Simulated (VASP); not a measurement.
**Be4H7: relaxation of cell and atoms with PBE**

The system is Be4H7.

```
Be H
1.0
     1.93655   -6.34836    0.00000
     1.93655    6.34836    0.00000
     0.00000    0.00000    4.02856
Be H
4 7
Direct
  0.09403 0.90597 0.50000
  0.90597 0.09403 0.50000
  0.19500 0.80500 0.00000
  0.80500 0.19500 0.00000
  0.00000 0.00000 0.50000
  0.14451 0.85549 0.75000
  0.14451 0.85549 0.25000
  0.85549 0.14451 0.75000
  0.85549 0.14451 0.25000
  0.00000 0.50000 0.00000
  0.50000 0.00000 0.00000
```

The cell was generated, and may not be a known phase.

```yaml
Program: VASP 6.6.1
Task: relaxation of cell and atoms
Functional: PBE
Potentials_or_basis: VASP PAW PBE potentials, release 64 (Be, H)
Cutoff: 600 eV
k_mesh: 6 × 6 × 4
Occupations: gaussian, width 0.1 eV
Spin: no spin polarisation
Dipole_correction: no
Further_INCAR_settings: ALGO = Normal; EDIFF = 1e-07; IBRION = 2; EDIFFG = -0.04; NSW = 90; ISIF = 3
```

```yaml
Relaxed_volume: 13.64 Å³/atom
Relaxed_cell: a = 7.704 Å, b = 7.704 Å, c = 4.671 Å, α = 90.00°, β = 90.00°, γ = 147.24°
Space_group_after_relaxing_to_0.1_Å: Cmmm (No. 65)
Energy_gained_by_relaxing: 299.4 meV/atom
Ionic_steps: 14
Pressure_after_relaxing: -0.1 GPa
Largest_force_after_relaxing: 0.032 eV/Å
Band_gap_on_the_k_mesh: zero (an odd number of electrons rules out a gap without spin polarisation)
```

Forces on the atoms (eV/Å):
```
Be   0.000  0.032  0.000
Be   0.000 -0.032  0.000
Be   0.000 -0.009  0.000
Be   0.000  0.009  0.000
H    0.000  0.000  0.000
H    0.000  0.025  0.003
H    0.000  0.025 -0.003
H    0.000 -0.025  0.003
H    0.000 -0.025 -0.003
H    0.000  0.000  0.000
H    0.000  0.000  0.000
```

Stress tensor (GPa, compression positive):
```
-0.29  0.00  0.00
 0.00 -0.10  0.00
 0.00  0.00 -0.05
```

Step by step:
```
step  energy change (eV)  largest force (eV/Å)  pressure (GPa)  volume (Å³)
   1              0.0000                0.6967           25.38        99.05
   2             -2.4894                0.6249            9.27       120.86
   3             -3.1182                0.6832            2.23       138.77
   4             -3.1549                0.7145            0.73       144.19
   5             -3.1556                0.7269            0.47       145.20
   6             -3.2338                0.2928           -0.10       147.69
   7             -3.2344                0.2136           -0.07       147.49
   8             -3.2485                0.1704           -0.03       147.60
   9             -3.2518                0.2750            0.01       147.69
  10             -3.2614                0.2265            0.09       147.77
  11             -3.2732                0.1804            0.30       148.00
  12             -3.2812                0.1416            0.19       148.58
  13             -3.2920                0.0919           -0.18       150.32
  14             -3.2939                0.0320           -0.15       149.99
```

Final structure:
```
CELL_PARAMETERS angstrom
2.17222 -7.39105 0.00000
2.17222 7.39105 0.00000
0.00000 0.00000 4.67107
ATOMIC_POSITIONS crystal
Be 0.09069 0.90931 0.50000
Be 0.90931 0.09069 0.50000
Be 0.19194 0.80806 0.00000
Be 0.80806 0.19194 0.00000
H 0.00000 0.00000 0.50000
H 0.13420 0.86580 0.75992
H 0.13420 0.86580 0.24008
H 0.86580 0.13420 0.75992
H 0.86580 0.13420 0.24008
H 0.00000 0.50000 0.00000
H 0.50000 0.00000 0.00000
```

Levels at points of the mesh, in eV from the Fermi level:
| k point | band 3 | band 4 | band 5 | band 6 | band 7 | band 8 | band 9 | band 10 | band 11 | band 12 |
| --- | --- | --- | --- | --- | --- | --- | --- | --- | --- | --- |
| (0.00, 0.00, 0.00) | -7.97 | -6.16 | -5.93 | -5.79 | -5.27 | 1.10 | 1.40 | 1.66 | 2.11 | 2.18 |
| (0.50, 0.00, 0.00) | -7.44 | -6.50 | -6.00 | -5.98 | -5.85 | -1.01 | 0.42 | 2.18 | 2.24 | 3.05 |
| (0.50, 0.50, 0.00) | -6.74 | -6.68 | -6.04 | -5.93 | -5.27 | 1.54 | 1.56 | 1.77 | 2.01 | 2.13 |
| (0.00, 0.00, 0.50) | -7.50 | -7.14 | -6.41 | -6.30 | -5.22 | 1.75 | 2.21 | 2.59 | 2.62 | 2.83 |
| (0.50, 0.00, 0.50) | -8.23 | -7.16 | -6.26 | -6.18 | -6.16 | -0.57 | 0.78 | 2.27 | 2.32 | 2.35 |
| (0.50, 0.50, 0.50) | -7.66 | -7.47 | -6.13 | -6.11 | -5.22 | 1.33 | 1.63 | 1.86 | 3.03 | 3.15 |

It took 13 min on 1 thread of Oxide Virtual Turin-like Processor, with other jobs on the host, peak memory 0.29 GiB.

Caveat: the k points lie up to 0.34 Å⁻¹ apart in the final cell, too coarse for converged energies and pressures of a metal; the volume moved by over 15 % at a fixed basis, so the end points are rough; an odd number of electrons without spin polarisation forces a metal; a magnetic or distorted state may lie lower.
